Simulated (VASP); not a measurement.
Write the native input for VASP 6.6.1 that does the following.

| Quantity | Value |
| --- | --- |
| Task | single point |
| Functional | PBE |
| Potentials or basis | VASP PAW PBE potentials, release 64 (S, Mo_sv) |
| Cutoff | 520 eV |
| k mesh | 12 × 12 × 1 |
| Occupations | gaussian, width 0.02 eV |
| Spin | no spin polarisation |
| Dipole correction | yes |
| Further INCAR settings | ALGO = Normal; EDIFF = 1e-06; NBANDS = 49 |

The structure of MoS2 lies in POSCAR:

```
MoS2
1.0
    3.1849562830      0.0000000000      0.0000000000
   -1.5924781415      2.7582530511      0.0000000000
    0.0000000000      0.0000000000     56.4427220620
S Mo
6 3
Direct
    0.3333333333      0.6666666667      0.3432424975
    0.3333333333      0.6666666667      0.3986125799
    0.6666666667      0.3333333333      0.4723143698
    0.6666666667      0.3333333333      0.5276856302
    0.3333333333      0.6666666667      0.6013874201
    0.3333333333      0.6666666667      0.6567575025
    0.6666666667      0.3333333333      0.3709267373
    0.3333333333      0.6666666667      0.5000000000
    0.6666666667      0.3333333333      0.6290732627
```

The input as run:

INCAR

```
SYSTEM = MoS2
  PREC = Accurate
  ENCUT = 520
  EDIFF = 1E-6
  ISMEAR = 0
  SIGMA = 0.02
  LREAL = .FALSE.
  LASPH = .TRUE.
  NELM = 60
  ALGO = Normal
  ISIF = 2
  LWAVE = .FALSE.
  LCHARG = .FALSE.
  LDIPOL = .TRUE.
  IDIPOL = 3
  DIPOL = 0.5 0.5 0.500
  GGA = PE
  NBANDS = 49
```

KPOINTS

```
Automatic mesh
0
G
  12 12 1
  0 0 0
```

Potentials or basis: VASP PAW PBE potentials, release 64 (S, Mo_sv).

Launch:

```bash
$ cat potpaw_PBE.64/S/POTCAR potpaw_PBE.64/Mo_sv/POTCAR > POTCAR
$ mpirun -np 1 vasp_std > vasp.out
```

Results of the run:

```yaml
Largest_force: 0.013 eV/Å
Band_gap_on_the_k_mesh: 1.49 eV, indirect (least direct gap 1.67 eV)
```

Run time: 8.3 min on 1 thread of Intel(R) Xeon(R) 6975P-C (Granite Rapids), on a shared host, peak memory 0.73 GiB.
